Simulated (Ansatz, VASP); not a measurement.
# One calculation of AlGa3P4, two programs

```
CELL_PARAMETERS angstrom
3.86230 0.00000 0.00000
0.00000 3.86027 5.45510
0.00000 -3.86027 5.45510
ATOMIC_POSITIONS crystal
Al 0.00000 0.00029 0.00029
Ga 0.50000 0.00018 0.49984
Ga 0.50000 0.49984 0.00018
Ga 0.00000 0.49981 0.49981
P 0.50000 0.12496 0.12496
P 0.00000 0.12489 0.62508
P 0.00000 0.62508 0.12489
P 0.50000 0.62494 0.62494
```

Alike in both runs: task single point; functional r2SCAN; k mesh 6 × 4 × 4; no spin polarisation.

|  | VASP | Ansatz |
| --- | --- | --- |
| version | VASP 6.6.1 | Ansatz 0.2.0 |
| potentials or method | VASP PAW PBE potentials, release 64 (Al, Ga_d, P) | plane waves, PAW |
| plane-wave cutoff (eV) | 520 | 500 |
| occupations | gaussian, width 0.01 eV | fixed |
| valence electrons in the cell | 62 | 62 |

Ansatz gave:

```
gap on the k mesh at the Fermi level (eV) : 1.87
pressure (GPa)                            : 0.0
rms of the force components (eV/Å)        : 0.001
```

**Question.** Estimate VASP's values.

**Answer.** gap on the k mesh at the Fermi level (eV): 1.88; pressure (GPa): -0.1; rms of the force components (eV/Å): 0.009.

VASP's potentials were made for PBE, not for r2SCAN. Atom by atom the forces differ by 0.009 eV/Å (rms over components).
